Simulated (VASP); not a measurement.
Input of a VASP 6.6.1 run:

File INCAR:

```
SYSTEM = Al2Si2C
ALGO = Normal ; EDIFF = 1E-6
EDIFFG = -0.01 ; ENCUT = 600
GGA = PE ; IBRION = 2
ISIF = 3 ; ISMEAR = 0
LASPH = .True. ; LCHARG = .False.
LREAL = .False. ; LWAVE = .False.
NELM = 100 ; NSW = 100
PREC = Accurate ; SIGMA = 0.1
```

File KPOINTS:

```
k-points
0
Gamma
  10 10 8
  0 0 0
```

File POSCAR:

```
Al2Si2C
1.0
    3.8845508391      0.0000000000      0.0000000000
    0.0000000000      3.8845508391      0.0000000000
    0.0000000000      0.0000000000      5.3806413859
Al Si C
2 2 1
Direct
    0.5000000000      0.0000000000      0.5000000000
    0.0000000000      0.5000000000      0.5000000000
    0.5000000000      0.0000000000      0.0000000000
    0.0000000000      0.5000000000      0.0000000000
    0.0000000000      0.0000000000      0.0000000000
```

Potentials or basis: VASP PAW PBE potentials, release 64 (Al, Si, C).

Launch:

```bash
$ cat potpaw_PBE.64/Al/POTCAR potpaw_PBE.64/Si/POTCAR potpaw_PBE.64/C/POTCAR > POTCAR
$ mpirun -np 1 vasp_std > vasp.out
```

**Question.** Estimate the relaxed volume.

**Answer.** 16.18 Å³/atom.

**Question.** Estimate the relaxed cell.

**Answer.** a = 3.901 Å, b = 3.901 Å, c = 5.316 Å, α = 90.00°, β = 90.00°, γ = 90.00°.

**Question.** Estimate the space group after relaxing (to 0.1 Å).

**Answer.** P4/mmm (No. 123).

**Question.** What does it give for the band gap on the k mesh?

**Answer.** Zero (bands 9 and 10 overlap by 2.95 eV).

Final structure:
```
Al Si C
1.0
     3.90063    0.00000    0.00000
     0.00000    3.90063    0.00000
     0.00000    0.00000    5.31590
Al Si C
2 2 1
Direct
  0.50000 0.00000 0.50000
  0.00000 0.50000 0.50000
  0.50000 0.00000 0.00000
  0.00000 0.50000 0.00000
  0.00000 0.00000 0.00000
```
